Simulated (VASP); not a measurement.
Here is a VASP 6.6.1 calculation.

File INCAR:

```
PREC     = Accurate       # precision mode
ENCUT    = 700            # plane-wave cutoff, eV
EDIFF    = 1E-6           # SCF threshold, eV
ISMEAR   = -1             # smearing method
SIGMA    = 0.05           # smearing width, eV
LREAL    = False          # projectors in reciprocal space
LASPH    = True           # aspherical terms in the spheres
NELM     = 120            # most SCF steps
ALGO     = Normal         # electronic algorithm
ISIF     = 2              # what is computed and relaxed
LWAVE    = False          # write WAVECAR
LCHARG   = False          # write CHGCAR
GGA      = RP             # functional
NBANDS   = 33             # bands
GGA_COMPAT= False
```

Contents of KPOINTS:

```
Automatic mesh
0
Gamma
  10 10 5
```

File POSCAR:

```
CuO
1.0
    2.3446500000     -1.7134000000      0.0000000000
    2.3446500000      1.7134000000      0.0000000000
   -0.8605543552      0.0000000000      5.0594363927
Cu O
2 2
Direct
    0.4968000000      0.0032000000      0.5000000000
    0.0032000000      0.4968000000      0.0000000000
    0.4056000000      0.5714000000      0.7537000000
    0.5714000000      0.4056000000      0.2537000000
```

Potentials or basis: VASP PAW PBE potentials, release 64 (Cu_sv_GW, O).

The run is started by

```bash
$ cat potpaw_PBE.64/Cu_sv_GW/POTCAR potpaw_PBE.64/O/POTCAR > POTCAR
$ mpirun -np 1 vasp_std > vasp.out
```

Problem. What does it give for the pressure?

Solution. 8.3 GPa.

Problem. Predict the band gap on the k mesh.

Solution. Zero (band 25 reaches 6.16 eV, above the bottom of band 26 at 5.56 eV).

Problem. Predict the largest force.

Solution. 0.793 eV/Å.

Forces on the atoms (eV/Å):
```
Cu  -0.654 -0.368  0.257
Cu  -0.654  0.368  0.257
O    0.654 -0.231 -0.257
O    0.654  0.231 -0.257
```

Caveat: the PAW data sets were made with another functional, which shifts forces and pressure a little; semilocal functionals often make such compounds metallic where correlation or magnetic order opens a gap, which also shifts bond lengths. With open d or f shells a metallic result of RPBE can be an artefact of self-interaction; +U or a hybrid may open a gap.
